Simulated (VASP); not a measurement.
A run of VASP 6.6.1 is set up as follows.

Contents of INCAR:

```
SYSTEM = Se
PREC = Accurate
ENCUT = 520
EDIFF = 1E-6
ISMEAR = 0
SIGMA = 0.05
LREAL = .FALSE.
LASPH = .TRUE.
NELM = 100
ALGO = Normal
ISIF = 2
LWAVE = .FALSE.
LCHARG = .FALSE.
GGA = PE
IVDW = 12
NBANDS = 16
```

Contents of KPOINTS:

```
regular mesh
0
G
  9 9 8
  0 0 0
```

POSCAR

```
Se
1.0
    4.3822301585      0.0000000000      0.0000000000
   -2.1911150793      3.7951226425      0.0000000000
    0.0000000000      0.0000000000      4.4190408919
Se
3
Direct
    0.2473450691      0.0000000000      0.3333333333
    0.0000000000      0.2473450691      0.6666666667
    0.7526549309      0.7526549309      0.0000000000
```

Potentials or basis: VASP PAW PBE potentials, release 64 (Se).

The run is started by

```console
$ cat potpaw_PBE.64/Se/POTCAR > POTCAR
$ mpirun -np 1 vasp_std > vasp.out
```

What does it give for the dispersion energy per atom?

-0.355 eV.

Estimate the largest force.

0.308 eV/Å.

What does it give for the band gap on the k mesh?

0.04 eV, indirect (least direct gap 1.21 eV).

Stress tensor (GPa, compression positive):
```
1.49 0.00 0.00
0.00 1.49 0.00
0.00 0.00 8.08
```

 A k mesh can miss the band edges.
